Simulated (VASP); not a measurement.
# In (Immm) in VASP: further runs

Runs on In. Level: PBE. Tasks: single point.

Everything below comes from runs of VASP 6.6.1. Logs are shortened: lines on timing, memory, paths and dates and some standing lists are left out, and cuts for length are marked.

## 1. The cell of the first run

Symmetry: Immm, No. 71, orthorhombic system. The conventional cell has a = 3.220 Å, b = 3.285 Å, c = 4.948 Å, α = 90.00°, β = 90.00°, γ = 90.00°. Within 4.2 Å of In (site symmetry mmm) lie 12 In at 3.22 to 3.38 Å.

## 2. Single point, PBE (strain -0.0100 x Voigt [1, -1, 0, 0, 0, 0])

Contents of INCAR:

```
SYSTEM = In
  PREC = Accurate
  ENCUT = 520
  EDIFF = 1E-6
  ISMEAR = 0
  SIGMA = 0.15
  LREAL = .False.
  LASPH = .True.
  NELM = 80
  ALGO = Fast
  ISIF = 2
  LWAVE = .False.
  LCHARG = .False.
  GGA = PE
  NBANDS = 12
```

Contents of KPOINTS:

```
regular mesh
0
Gamma
  20 20 20
  0 0 0
```

Contents of POSCAR:

```
In
1.0
   -1.6098885000      1.6424115000      2.4739500000
    1.6098885000     -1.6424115000      2.4739500000
    1.6098885000      1.6424115000     -2.4739500000
In
1
Direct
    0.0000000000      0.0000000000      0.0000000000
```

Potentials or basis: VASP PAW PBE potentials, release 64 (In_d).

The run is started by

```bash
$ cat potpaw_PBE.64/In_d/POTCAR > POTCAR
$ mpirun -np 1 vasp_std > vasp.out
```

OUTCAR:

```text
SYSTEM = In
   PREC = Accurate
   ENCUT = 520
   EDIFF = 1E-6
   ISMEAR = 0
   LREAL = .False.
   LASPH = .True.
   NELM = 80
   ISIF = 2
   GGA = PE

 ion  position               nearest neighbor table
   1  0.000  0.000  0.000-

  LATTYP: Found a body centered orthorhombic cell.
 ALAT       =     3.2197770000
 B/A-ratio  =     1.0202020202
 C/A-ratio  =     1.5367213319

  Lattice vectors:

 A1 = (  -1.6098885000,   1.6424115000,   2.4739500000)
 A2 = (   1.6098885000,  -1.6424115000,   2.4739500000)
 A3 = (   1.6098885000,   1.6424115000,  -2.4739500000)

Analysis of symmetry for initial positions (statically):
=====================================================================
 Subroutine PRICEL returns:
 Original cell was already a primitive cell.

 Routine SETGRP: Setting up the symmetry group for a
 body centered orthorhombic supercell.

 Subroutine GETGRP returns: Found  8 space group operations
 (whereof  8 operations were pure point group operations)
 out of a pool of  8 trial point group operations.

The static configuration has the point symmetry D_2h.

Analysis of symmetry for dynamics (positions and initial velocities):
=====================================================================
 Subroutine PRICEL returns:
 Original cell was already a primitive cell.

 Routine SETGRP: Setting up the symmetry group for a
 body centered orthorhombic supercell.

 Subroutine GETGRP returns: Found  8 space group operations
 (whereof  8 operations were pure point group operations)
 out of a pool of  8 trial point group operations.

The dynamic configuration has the point symmetry D_2h.

 Subroutine INISYM returns: Found  8 space group operations
 (whereof  8 operations are pure point group operations),
 and found     1 'primitive' translations

----------------------------------------------------------------------------------------

                                     Primitive cell

  volume of cell :      26.1655

  direct lattice vectors                    reciprocal lattice vectors
    -1.609888500  1.642411500  2.473950000     0.000000000  0.304430406  0.202105944
     1.609888500 -1.642411500  2.473950000     0.310580515  0.000000000  0.202105944
     1.609888500  1.642411500 -2.473950000     0.310580515  0.304430406  0.000000000

  length of vectors
     3.377822541  3.377822541  3.377822541     0.365410296  0.370549685  0.434900136

  position of ions in fractional coordinates (direct lattice)
     0.000000000  0.000000000  0.000000000

  ion indices of the primitive-cell ions
   primitive index   ion index
                 1           1

----------------------------------------------------------------------------------------

 KPOINTS: regular mesh

Automatic generation of k-mesh.
 Grid dimensions read from file:
 generate k-points for:   20   20   20

 Generating k-lattice:

  Cartesian coordinates                     Fractional coordinates (reciprocal lattice)
     0.000000000  0.015221520  0.010105297     0.050000000 -0.000000000  0.000000000
     0.015529026  0.000000000  0.010105297     0.000000000  0.050000000 -0.000000000
     0.015529026  0.015221520  0.000000000     0.000000000 -0.000000000  0.050000000

  Length of vectors
     0.018270515  0.018527484  0.021745007

  Shift w.r.t. Gamma in fractional coordinates (k-lattice)
     0.000000000  0.000000000  0.000000000

 Subroutine IBZKPT returns following result:
 ===========================================

 Found   1166 irreducible k-points:

 Following reciprocal coordinates:
            Coordinates               Weight
  0.000000  0.000000  0.000000      1.000000
  0.050000  0.000000 -0.000000      4.000000
  0.100000  0.000000  0.000000      4.000000
  0.150000  0.000000 -0.000000      4.000000
  0.200000  0.000000  0.000000      4.000000
  0.250000  0.000000 -0.000000      4.000000
[... 16 lines left out ...]
 -0.450000  0.050000  0.000000      8.000000
 -0.400000  0.050000  0.000000      8.000000
 [... further k-points ...]
   k-points           NKPTS =   1166   k-points in BZ     NKDIM =   1166   number of bands    NBANDS=     12
   number of dos      NEDOS =    301   number of ions     NIONS =      1
   total plane-waves  NPLWV =  21952
   dimension x,y,z NGX =    28 NGY =   28 NGZ =   28
   dimension x,y,z NGXF=    56 NGYF=   56 NGZF=   56
   ions per type =               1
   NGX,Y,Z   is equivalent  to a cutoff of  13.78, 13.78, 13.78 a.u.
   NGXF,Y,Z  is equivalent  to a cutoff of  27.56, 27.56, 27.56 a.u.
 SYSTEM =  In
   PREC   = accura    normal or accurate (medium, high low for compatibility)
   ISTART =      0    job   : 0-new  1-cont  2-samecut
   ICHARG =      2    charge: 1-file 2-atom 10-const
   ISPIN  =      1    spin polarized calculation?
   LNONCOLLINEAR =      F non collinear calculations
   LSORBIT =      F    spin-orbit coupling
   LASPH  =      T    aspherical Exc in radial PAW
   ENCUT  =  520.0 eV  38.22 Ry    6.18 a.u.   6.28  6.28  6.28*2*pi/ulx,y,z
   NELM   =     80;   NELMIN=  2; NELMDL= -5     # of ELM steps
   EDIFF  = 0.1E-05   stopping-criterion for ELM
   LREAL  =      F    real-space projection
   EDIFFG = 0.1E-04   stopping-criterion for IOM
   NSW    =      0    number of steps for IOM
   IBRION =     -1    ionic relax: 0-MD 1-quasi-New 2-CG
   NFREE  =      0    steps in history (QN), initial steepest desc. (CG)
   ISIF   =      2    stress and relaxation
   ISYM   =      2    0-nonsym 1-usesym 2-fastsym
   POTIM  = 0.5000    time-step for ionic-motion
   TEBEG  =    0.0;   TEEND  =   0.0 temperature during run
   PSTRESS=    0.0 pullay stress
   NELECT =      13.0000    total number of electrons
   NUPDOWN=      -1.0000    fix difference up-down
   EMIN   =  10.00;   EMAX   =-10.00  energy-range for DOS
   EFERMI =   0.00;   METHOD = LEGACY
   ISMEAR =     0;   SIGMA  =   0.15  broadening in eV -4-tet -1-fermi 0-gaus
   EFERMI_NEDOS =   21; number of points for ismear=-14 and -15
   IALGO  =     68    algorithm
   IMIX   =      4    mixing-type and parameters
     AMIX     =   0.40;   BMIX     =  1.00
     AMIX_MAG =   1.60;   BMIX_MAG =  1.00
  volume/ion in A,a.u.               =      26.17       176.57
  Fermi-wavevector in a.u.,A,eV,Ry     =   1.296621  2.450258 22.874469  1.681226
  Thomas-Fermi vector in A             =   2.428066
   LORBIT       =      0    0 simple, 1 ext, 2 COOP (PROOUT), +10 PAW based schemes
   GGA     = PE    functional components
   LHFCALC =     F    Hartree Fock is set to
   AEXX    =    0.0000 exact exchange contribution
   IVDW    =     0    specifies the selected vdW correction
   LEPSILON=     F    determine dielectric tensor
   LRPA    =     F    only Hartree local field effects (RPA)
 non-spin polarized calculation
 RMM-DIIS sequential band-by-band and
 Gauss-broadening in eV      SIGMA  =   0.15
  energy-cutoff  :      520.00
  volume of cell :       26.17
 maximum number of plane-waves:       721
 NGX is ok and might be reduce to    28
   NGX = 13   NGY = 13   NGZ = 13

 number of electron      13.0000003 magnetization

 Free energy of the ion-electron system (eV)
  ---------------------------------------------------
  ext. energy  EPLUGINS =         0.00000000
  ---------------------------------------------------
  free energy    TOTEN  =        -2.55363337 eV

  energy without entropy =       -2.54859237  energy(sigma->0) =       -2.55111287

 E-fermi :   7.5314     XC(G=0): -10.2520

 val. band max:        7.5256245275   @ k =   0.1500   0.3000   0.0500
 cond. band min:       7.5316732772   @ k =  -0.3500  -0.4500   0.2000
 fundamental gap:      0.0060487497
 Fermi energy:         7.5314043349

 k-point     1 :       0.0000    0.0000    0.0000
  band No.  band energies     occupation
      1      -7.1872      2.00000
      2      -7.0925      2.00000
      3      -7.0673      2.00000
      4      -6.9980      2.00000
      5      -6.8947      2.00000
      6      -2.0222      2.00000
      7      17.7681      0.00000
      8      18.1578      0.00000
      9      18.3610      0.00000
     10      19.1781      0.00000
     11      21.3310      0.00000
     12      21.4364      0.00000

 k-point     2 :       0.0500    0.0000   -0.0000
  band No.  band energies     occupation
      1      -7.1842      2.00000
      2      -7.0923      2.00000
      3      -7.0634      2.00000
      4      -6.9971      2.00000
      5      -6.8960      2.00000
      6      -1.9682      2.00000
      7      17.0810      0.00000
      8      17.8905      0.00000
      9      18.2859      0.00000
     10      19.1129      0.00000
     11      21.5941      0.00000
     12      22.1141      0.00000

 k-point     3 :       0.1000    0.0000    0.0000
  band No.  band energies     occupation
      1      -7.1767      2.00000
      2      -7.0924      2.00000
      3      -7.0528      2.00000
      4      -6.9923      2.00000
      5      -6.8993      2.00000
      6      -1.8055      2.00000
      7      15.5306      0.00000
      8      17.5141      0.00000
      9      18.0950      0.00000
     10      19.0734      0.00000
     11      21.7877      0.00000
     12      22.1704      0.00000

 k-point     4 :       0.1500    0.0000   -0.0000
  band No.  band energies     occupation
      1      -7.1687      2.00000
      2      -7.0952      2.00000
      3      -7.0387      2.00000
      4      -6.9794      2.00000
      5      -6.9017      2.00000
      6      -1.5325      2.00000
      7      13.8299      0.00000
      8      17.0702      0.00000
      9      17.8525      0.00000
     10      19.0467      0.00000
     11      21.1440      0.00000
     12      22.8896      0.00000

 k-point     5 :       0.2000    0.0000    0.0000
  band No.  band energies     occupation
      1      -7.1641      2.00000
      2      -7.1028      2.00000
      3      -7.0269      2.00000
      4      -6.9547      2.00000
      5      -6.8988      2.00000
      6      -1.1473      2.00000
      7      12.1405      0.00000
      8      16.6142      0.00000
      9      17.6073      0.00000
     10      19.0168      0.00000
     11      20.5388      0.00000
     12      23.1216      0.00000
[... 228 lines left out ...]
      1      -7.1788      2.00000
      2      -7.1565      2.00000
      3      -7.0510      2.00000
      4      -6.8095      2.00000
      5      -6.7892      2.00000
      6       2.7496      2.00000
      7       4.6198      2.00000
      8      14.9368      0.00000
      9      16.2952      0.00000
     10      18.3417      0.00000
     11      19.0909      0.00000
     12      21.3548      0.00000

 k-point    22 :       0.5000    0.0500    0.0000
  band No.  band energies     occupation
      1      -7.1792      2.00000
      2      -7.1571      2.00000
      3      -7.0523      2.00000
      4      -6.8111      2.00000
      5      -6.7828      2.00000
      6       3.0446      2.00000
      7       4.2832      2.00000
      8      14.8385      0.00000
      9      16.4025      0.00000
     10      18.2620      0.00000
     11      19.1815      0.00000
     12      21.5118      0.00000

 k-point    23 :      -0.4500    0.0500    0.0000
  band No.  band energies     occupation
      1      -7.1761      2.00000
      2      -7.1536      2.00000
      3      -7.0493      2.00000
      4      -6.8231      2.00000
      5      -6.7897      2.00000
      6       2.1945      2.00000
      7       5.3055      2.00000
      8      14.8309      0.00000
      9      16.5495      0.00000
     10      18.3085      0.00000
     11      19.3511      0.00000
     12      21.6393      0.00000

 k-point    24 :      -0.4000    0.0500    0.0000
  band No.  band energies     occupation
      1      -7.1699      2.00000
      2      -7.1465      2.00000
      3      -7.0427      2.00000
      4      -6.8441      2.00000
      5      -6.8087      2.00000
      6       1.3048      2.00000
      7       6.5804      2.00000
      8      14.9169      0.00000
      9      16.7099      0.00000
     10      18.4960      0.00000
     11      19.6021      0.00000
     12      21.5378      0.00000

 [... further k-points ...]
[... 5 lines left out ...]
  --------------------------------------------------------------------------------------
  -------------------------------------------------------------------------------------
  Total        0.3697456      0.3071311      0.2912877     -0.0000000      0.0000000      0.0000000
  in kB       22.6404427     18.8063991     17.8362710     -0.0000000      0.0000000      0.0000000
  external PRESSURE =      19.7610376 kB  Pullay stress =       0.0000000 kB

 VOLUME and BASIS-vectors are now :
 -----------------------------------------------------------------------------
  energy-cutoff  :      520.00
  volume of cell :       26.17
      direct lattice vectors                 reciprocal lattice vectors
    -1.609888500  1.642411500  2.473950000     0.000000000  0.304430406  0.202105944
     1.609888500 -1.642411500  2.473950000     0.310580515  0.000000000  0.202105944
     1.609888500  1.642411500 -2.473950000     0.310580515  0.304430406  0.000000000

 POSITION                                       TOTAL-FORCE (eV/Angst)
 -----------------------------------------------------------------------------------
      0.00000      0.00000      0.00000         0.000000     -0.000000      0.000000
 -----------------------------------------------------------------------------------
    total drift:                                0.000000     -0.000000     -0.000000

  FREE ENERGIE OF THE ION-ELECTRON SYSTEM (eV)
  ---------------------------------------------------
  free  energy   TOTEN  =        -2.5536333720 eV

  energy  without entropy=       -2.5485923664  energy(sigma->0) =       -2.55111287
```

Wall time 12 min (1 thread of Intel Xeon 8259CL, shared host); peak memory 0.45 GiB.

Results:

- Free energy: -2.5536 eV
- Pressure: 2.0 GPa

Stress tensor (GPa, compression positive):
```
2.26 0.00 0.00
0.00 1.88 0.00
0.00 0.00 1.78
```

Levels at points of the mesh, in eV from the Fermi level:
| k point | band 2 | band 3 | band 4 | band 5 | band 6 | band 7 | band 8 | band 9 | band 10 | band 11 |
| --- | --- | --- | --- | --- | --- | --- | --- | --- | --- | --- |
| (0.00, 0.00, 0.00) | -14.62 | -14.60 | -14.53 | -14.43 | -9.55 | 10.24 | 10.63 | 10.83 | 11.65 | 13.80 |
| (0.50, 0.00, 0.00) | -14.69 | -14.58 | -14.33 | -14.31 | -4.43 | -3.42 | 7.52 | 9.35 | 11.25 | 11.34 |
| (0.00, 0.50, 0.00) | -14.67 | -14.61 | -14.35 | -14.29 | -4.20 | -3.35 | 7.53 | 8.95 | 10.95 | 11.49 |
| (0.50, 0.50, 0.00) | -14.77 | -14.34 | -14.32 | -14.23 | -1.97 | -1.66 | 3.52 | 3.95 | 7.01 | 7.33 |
| (0.50, 0.50, 0.50) | -14.77 | -14.32 | -14.29 | -14.29 | -2.94 | -2.68 | 4.44 | 5.01 | 7.89 | 8.47 |

Caveat: the cell differs from its parent crystal (strain -0.0100 x Voigt [1, -1, 0, 0, 0, 0]); spin-orbit coupling is left out, which moves the levels of the heavy elements.

## 3. Single point, PBE (strain +0.0175 x Voigt [1, -1, 0, 0, 0, 0])

Contents of INCAR:

```
ALGO = Fast
EDIFF = 1E-6
ENCUT = 520
GGA = PE
ISIF = 2
ISMEAR = 0
LASPH = True
LCHARG = False
LREAL = False
LWAVE = False
NBANDS = 12
NELM = 100
PREC = Accurate
SIGMA = 0.15
```

Contents of KPOINTS:

```
k-points
0
Gamma
  20 20 20
```

Contents of POSCAR:

```
In
1.0
   -1.6546076250      1.5976923750      2.4739500000
    1.6546076250     -1.5976923750      2.4739500000
    1.6546076250      1.5976923750     -2.4739500000
In
1
Direct
    0.0000000000      0.0000000000      0.0000000000
```

Potentials or basis: VASP PAW PBE potentials, release 64 (In_d).

The run is started by

```bash
$ cat potpaw_PBE.64/In_d/POTCAR > POTCAR
$ mpirun -np 1 vasp_std > vasp.out
```

OUTCAR:

```text
EDIFF = 1E-6
   ENCUT = 520
   GGA = PE
   ISIF = 2
   ISMEAR = 0
   LASPH = True
   LREAL = False
   NELM = 100
   PREC = Accurate

 ion  position               nearest neighbor table
   1  0.000  0.000  0.000-

  LATTYP: Found a body centered orthorhombic cell.
 ALAT       =     3.1953847500
 B/A-ratio  =     1.0356234097
 C/A-ratio  =     1.5484520291

  Lattice vectors:

 A1 = (   1.6546076250,  -1.5976923750,  -2.4739500000)
 A2 = (  -1.6546076250,   1.5976923750,  -2.4739500000)
 A3 = (   1.6546076250,   1.5976923750,   2.4739500000)

Analysis of symmetry for initial positions (statically):
=====================================================================
 Subroutine PRICEL returns:
 Original cell was already a primitive cell.

 Routine SETGRP: Setting up the symmetry group for a
 body centered orthorhombic supercell.

 Subroutine GETGRP returns: Found  8 space group operations
 (whereof  8 operations were pure point group operations)
 out of a pool of  8 trial point group operations.

The static configuration has the point symmetry D_2h.

Analysis of symmetry for dynamics (positions and initial velocities):
=====================================================================
[... 163 lines left out ...]
 Fermi energy:         7.5332993487

 k-point     1 :       0.0000    0.0000    0.0000
  band No.  band energies     occupation
      1      -7.1915      2.00000
      2      -7.1006      2.00000
      3      -7.0561      2.00000
      4      -6.9950      2.00000
      5      -6.8925      2.00000
      6      -2.0223      2.00000
      7      17.5555      0.00000
      8      18.0342      0.00000
      9      18.5935      0.00000
     10      19.3163      0.00000
     11      21.1338      0.00000
     12      21.3698      0.00000
[... 331 lines left out ...]
 k-point    24 :      -0.4000    0.0500    0.0000
  band No.  band energies     occupation
      1      -7.1677      2.00000
      2      -7.1043      2.00000
      3      -7.0726      2.00000
      4      -6.8560      2.00000
      5      -6.7870      2.00000
      6       1.4555      2.00000
      7       6.8608      2.00000
      8      14.9866      0.00000
      9      16.2150      0.00000
     10      18.1527      0.00000
     11      19.7410      0.00000
     12      20.8943      0.00000

 [... further k-points ...]
[... 5 lines left out ...]
  --------------------------------------------------------------------------------------
  -------------------------------------------------------------------------------------
  Total        0.2701442      0.4118159      0.2899056      0.0000000      0.0000000      0.0000000
  in kB       16.5450156     25.2217134     17.7553024      0.0000000      0.0000000      0.0000000
  external PRESSURE =      19.8406771 kB  Pullay stress =       0.0000000 kB

 VOLUME and BASIS-vectors are now :
 -----------------------------------------------------------------------------
  energy-cutoff  :      520.00
  volume of cell :       26.16
      direct lattice vectors                 reciprocal lattice vectors
    -1.654607625  1.597692375  2.473950000     0.000000000  0.312951359  0.202105944
     1.654607625 -1.597692375  2.473950000     0.302186447  0.000000000  0.202105944
     1.654607625  1.597692375 -2.473950000     0.302186447  0.312951359  0.000000000

 POSITION                                       TOTAL-FORCE (eV/Angst)
 -----------------------------------------------------------------------------------
      0.00000      0.00000      0.00000         0.000000     -0.000000      0.000000
 -----------------------------------------------------------------------------------
    total drift:                               -0.000000     -0.000000     -0.000000

  FREE ENERGIE OF THE ION-ELECTRON SYSTEM (eV)
  ---------------------------------------------------
  free  energy   TOTEN  =        -2.5528138169 eV

  energy  without entropy=       -2.5480416918  energy(sigma->0) =       -2.55042775
```

stdout:

```text
POSCAR found type information on POSCAR In
 POSCAR found :  1 types and       1 ions
 scaLAPACK will be used
 LDA part: xc-table for (Slater+PW92), standard interpolation
 POSCAR, INCAR and KPOINTS ok, starting setup
 FFT: planning ... GRIDC
 FFT: planning ... GRID_SOFT
 FFT: planning ... GRID
 WAVECAR not read
 entering main loop
WARNING in EDDRMM: call to ZHEGV failed, returncode =   8  4     11
WARNING in EDDRMM: call to ZHEGV failed, returncode =   6  3     10
WARNING in EDDRMM: call to ZHEGV failed, returncode =   6  3     10
WARNING in EDDRMM: call to ZHEGV failed, returncode =   6  3     10
WARNING in EDDRMM: call to ZHEGV failed, returncode =   6  3     11
WARNING in EDDRMM: call to ZHEGV failed, returncode =   6  3     11
```

Wall time 12 min (1 thread of Intel Xeon 8259CL, shared host); peak memory 0.46 GiB.

Results:

```
Free energy : -2.5528 eV
Pressure    : 2.0 GPa
```

Stress tensor (GPa, compression positive):
```
1.65 0.00 0.00
0.00 2.52 0.00
0.00 0.00 1.78
```

Caveat: the cell differs from its parent crystal (strain +0.0175 x Voigt [1, -1, 0, 0, 0, 0]); spin-orbit coupling is left out, which moves the levels of the heavy elements.
